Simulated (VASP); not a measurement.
Here is a VASP 6.6.1 calculation.

Contents of INCAR:

```
SYSTEM = Si6C
PREC = Accurate ; ENCUT = 520
EDIFF = 1E-6 ; ISMEAR = 0
SIGMA = 0.02 ; LREAL = .False.
LASPH = .True. ; NELM = 100
ALGO = Normal ; ISIF = 2
LWAVE = .False. ; LCHARG = .False.
GGA = PE ; NBANDS = 41
```

Contents of KPOINTS:

```
Automatic mesh
0
Gamma
  6 6 6
  0 0 0
```

The input POSCAR:

```
Si6C
1.0
    4.7488144240      2.7417292860      2.9447077653
   -4.7488144240      2.7417292860      2.9447077653
    0.0000000000     -5.4834585720      2.9447077653
Si C
12 2
Direct
    0.3862071090      0.1365839480      0.0124705441
    0.6137928910      0.8634160520      0.9875294559
    0.6177269916      0.7407182075      0.3214190397
    0.3822730084      0.2592817925      0.6785809603
    0.0124705441      0.3862071090      0.1365839480
    0.9875294559      0.6137928910      0.8634160520
    0.3214190397      0.6177269916      0.7407182075
    0.6785809603      0.3822730084      0.2592817925
    0.1365839480      0.0124705441      0.3862071090
    0.8634160520      0.9875294559      0.6137928910
    0.2592817925      0.6785809603      0.3822730084
    0.7407182075      0.3214190397      0.6177269916
    0.9108596907      0.9108596907      0.9108596907
    0.0891403093      0.0891403093      0.0891403093
```

Potentials or basis: VASP PAW PBE potentials, release 64 (Si, C).

Run with:

```console
$ cat potpaw_PBE.64/Si/POTCAR potpaw_PBE.64/C/POTCAR > POTCAR
$ mpirun -np 1 vasp_std > vasp.out
```

Question: What does it give for the band gap on the k mesh?

Answer: 0.57 eV (least direct gap 1.10 eV).

Question: Predict the pressure.

Answer: 3.4 GPa.

Forces in eV/Å, atoms in the order of the input:
```
Si   0.004  0.010  0.006
Si  -0.004 -0.010 -0.006
Si   0.001 -0.001 -0.002
Si  -0.001  0.001  0.002
Si  -0.010 -0.002  0.006
Si   0.010  0.002 -0.006
Si   0.000  0.001 -0.002
Si   0.000 -0.001  0.002
Si   0.007 -0.008  0.006
Si  -0.007  0.008 -0.006
Si   0.001  0.000  0.002
Si  -0.001  0.000 -0.002
C    0.000  0.000 -0.019
C    0.000  0.000  0.019
```

Caveat: the cell stands under pressure. A k mesh can miss the band edges.
